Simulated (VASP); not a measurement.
# HfO2 (Fm-3m) in VASP: further runs, part 2 of 2

VASP 6.6.1.

## 6. Single point, BLYP (11.56 Å³/atom)

This run uses another cell than the first one, of 11.56 Å³/atom.

INCAR reads:

```
PREC     = Accurate       # precision mode
ENCUT    = 600            # plane-wave cutoff, eV
EDIFF    = 1E-6           # SCF threshold, eV
ISMEAR   = 0              # smearing method
SIGMA    = 0.05           # smearing width, eV
LREAL    = False          # projectors in reciprocal space
LASPH    = True           # aspherical terms in the spheres
NELM     = 120            # most SCF steps
ALGO     = Normal         # electronic algorithm
ISIF     = 2              # what is computed and relaxed
LWAVE    = False          # write WAVECAR
LCHARG   = False          # write CHGCAR
GGA      = B5             # functional
ALDAX    = 1.0          
AGGAX    = 1.0          
AGGAC    = 1.0          
ALDAC    = 0.0          
NBANDS   = 18             # bands
GGA_COMPAT= False
```

KPOINTS reads:

```
Automatic mesh
0
Gamma
  8 8 8
```

POSCAR reads:

```
HfO2
1.0
    0.0000000000      2.5886456336      2.5886456336
    2.5886456336      0.0000000000      2.5886456336
    2.5886456336      2.5886456336      0.0000000000
Hf O
1 2
Direct
    0.0000000000      0.0000000000      0.0000000000
    0.2500000000      0.2500000000      0.2500000000
    0.7500000000      0.7500000000      0.7500000000
```

Potentials or basis: VASP PAW PBE potentials, release 64 (Hf_pv, O).

The run is started by

```bash
$ cat potpaw_PBE.64/Hf_pv/POTCAR potpaw_PBE.64/O/POTCAR > POTCAR
$ mpirun -np 1 vasp_std > vasp.out
```

OUTCAR:

```text
PREC = Accurate
   ENCUT = 600
   EDIFF = 1E-6
   ISMEAR = 0
   LREAL = False
   LASPH = True
   NELM = 120
   ISIF = 2
   GGA = B5

 ion  position               nearest neighbor table
   1  0.000  0.000  0.000-   3 2.24   3 2.24   3 2.24   2 2.24   2 2.24   2 2.24   3 2.24   2 2.24

   2  0.250  0.250  0.250-   1 2.24   1 2.24   1 2.24   1 2.24
   3  0.750  0.750  0.750-   1 2.24   1 2.24   1 2.24   1 2.24

  LATTYP: Found a face centered cubic cell.
 ALAT       =     5.1772912672

  Lattice vectors:

 A1 = (   0.0000000000,   2.5886456336,   2.5886456336)
 A2 = (   2.5886456336,   0.0000000000,   2.5886456336)
 A3 = (   2.5886456336,   2.5886456336,   0.0000000000)

Analysis of symmetry for initial positions (statically):
=====================================================================
 Subroutine PRICEL returns:
 Original cell was already a primitive cell.

 Routine SETGRP: Setting up the symmetry group for a
 face centered cubic supercell.

 Subroutine GETGRP returns: Found 48 space group operations
 (whereof 48 operations were pure point group operations)
 out of a pool of 48 trial point group operations.
[... 165 lines left out ...]

 E-fermi :   4.3914     XC(G=0): -10.9673

 val. band max:        4.0993688092   @ k =   0.5000   0.5000   0.0000
 cond. band min:       7.8033891636   @ k =   0.5000   0.5000   0.0000
 fundamental gap:      3.7040203544
 Fermi energy:         4.3914390292

 k-point     1 :       0.0000    0.0000    0.0000
  band No.  band energies     occupation
      1     -25.7727      2.00000
      2     -25.7727      2.00000
      3     -25.7727      2.00000
      4     -14.1212      2.00000
      5     -11.4217      2.00000
      6      -0.8101      2.00000
[... 481 lines left out ...]
      5     -12.2669      2.00000
      6      -0.3381      2.00000
[... 10 lines left out ...]
     17      14.9402      0.00000
     18      16.2270      0.00000

 [... further k-points ...]

------------------------ aborting loop because EDIFF is reached ----------------------------------------

  FORCE on cell =-STRESS in cart. coord.  units (eV):
  Direction    XX          YY          ZZ          XY          YZ          ZX
  --------------------------------------------------------------------------------------
  -------------------------------------------------------------------------------------
  Total       -1.5700021     -1.5700021     -1.5700021      0.0000000     -0.0000000      0.0000000
  in kB      -72.5041741    -72.5041741    -72.5041741      0.0000000     -0.0000000      0.0000000
  external PRESSURE =     -72.5041741 kB  Pullay stress =       0.0000000 kB

 VOLUME and BASIS-vectors are now :
 -----------------------------------------------------------------------------
  energy-cutoff  :      600.00
  volume of cell :       34.69
      direct lattice vectors                 reciprocal lattice vectors
     0.000000000  2.588645634  2.588645634    -0.193151196  0.193151196  0.193151196
     2.588645634  0.000000000  2.588645634     0.193151196 -0.193151196  0.193151196
     2.588645634  2.588645634  0.000000000     0.193151196  0.193151196 -0.193151196

 POSITION                                       TOTAL-FORCE (eV/Angst)
 -----------------------------------------------------------------------------------
      0.00000      0.00000      0.00000         0.000000      0.000000      0.000000
      1.29432      1.29432      1.29432         0.000000      0.000000      0.000000
      3.88297      3.88297      3.88297        -0.000000     -0.000000     -0.000000
 -----------------------------------------------------------------------------------
    total drift:                                0.000000     -0.000000      0.000000

  FREE ENERGIE OF THE ION-ELECTRON SYSTEM (eV)
  ---------------------------------------------------
  free  energy   TOTEN  =       -28.8942303479 eV

  energy  without entropy=      -28.8942303479  energy(sigma->0) =      -28.89423035
```

OSZICAR:

```text
N       E                     dE             d eps       ncg     rms          rms(c)
DAV:   1     0.100104096046E+03    0.10010E+03   -0.13594E+04  1044   0.134E+03
DAV:   2    -0.311885178219E+02   -0.13129E+03   -0.12890E+03  1362   0.304E+02
DAV:   3    -0.357217574459E+02   -0.45332E+01   -0.45126E+01  1198   0.492E+01
DAV:   4    -0.357504417877E+02   -0.28684E-01   -0.28676E-01  1300   0.431E+00
DAV:   5    -0.357506210773E+02   -0.17929E-03   -0.17929E-03  1148   0.326E-01    0.402E+01
DAV:   6    -0.290975611306E+02    0.66531E+01   -0.25272E+01  1060   0.349E+01    0.372E+01
DAV:   7    -0.289575957291E+02    0.13997E+00   -0.83540E-01  1180   0.744E+00    0.279E+01
DAV:   8    -0.289403783028E+02    0.17217E-01   -0.56030E-01  1156   0.655E+00    0.126E+01
DAV:   9    -0.288939297275E+02    0.46449E-01   -0.12604E-01  1118   0.305E+00    0.291E+00
DAV:  10    -0.288942153279E+02   -0.28560E-03   -0.30958E-03  1242   0.424E-01    0.425E-01
DAV:  11    -0.288942288735E+02   -0.13546E-04   -0.28056E-04  1220   0.147E-01    0.223E-01
DAV:  12    -0.288942303961E+02   -0.15227E-05   -0.19586E-05  1192   0.327E-02    0.357E-02
DAV:  13    -0.288942303479E+02    0.48281E-07   -0.10352E-06   820   0.730E-03
   1 F= -.28894230E+02 E0= -.28894230E+02  d E =-.250754E-18
```

It took 46 s on 1 thread of Intel Xeon 8259CL, shared host; peak memory 0.18 GiB.

What came out:

```
Free energy            : -28.8942 eV
Pressure               : -7.3 GPa
Band gap on the k mesh : 3.70 eV
```

Levels at points of the mesh, in eV from the valence-band top:
| k point | band 8 | band 9 | band 10 | band 11 | band 12 | band 13 | band 14 | band 15 |
| --- | --- | --- | --- | --- | --- | --- | --- | --- |
| (0.00, 0.00, 0.00) | -4.91 | -0.56 | -0.56 | -0.56 | 3.74 | 3.74 | 5.64 | 9.60 |
| (0.50, 0.00, 0.00) | -2.88 | -2.51 | -1.71 | -1.71 | 4.36 | 4.36 | 6.42 | 8.68 |
| (0.50, 0.50, 0.00) | -3.24 | -1.42 | -1.42 | 0.00 | 3.70 | 5.13 | 6.11 | 7.59 |

Caveat: the cell stands under tension; the PAW data sets were made with another functional, which shifts forces and pressure a little; spin-orbit coupling is left out, which moves the levels of the heavy elements. A k mesh can miss the band edges.

## 7. Overview

| cell | gap on the mesh (eV) | pressure (GPa) |
| --- | --- | --- |
| a = 3.617 Å, angles 60.0°, 3 atoms | 3.81 | 0.9 |
| a = 3.637 Å, angles 60.0°, 3 atoms | 3.76 | -3.0 |
| a = 3.612 Å, angles 60.0°, 3 atoms | 3.82 | 1.8 |
| a = 3.649 Å, angles 60.0°, 3 atoms | 3.73 | -5.1 |
| a = 3.661 Å, angles 60.0°, 3 atoms | 3.70 | -7.3 |

Alike in all rows: task single point; level BLYP; potentials or basis VASP PAW PBE potentials, release 64 (Hf_pv, O); no spin polarisation; k mesh 8 × 8 × 8; cutoff (eV) 600; smearing gaussian 0.05 eV.

Caveats: the PAW data sets were made with another functional, which shifts forces and pressure a little; spin-orbit coupling is left out, which moves the levels of the heavy elements; the cell stands under tension (at least some runs).

Total energies depend on the potentials used, so only differences within one code and one set of settings carry meaning.
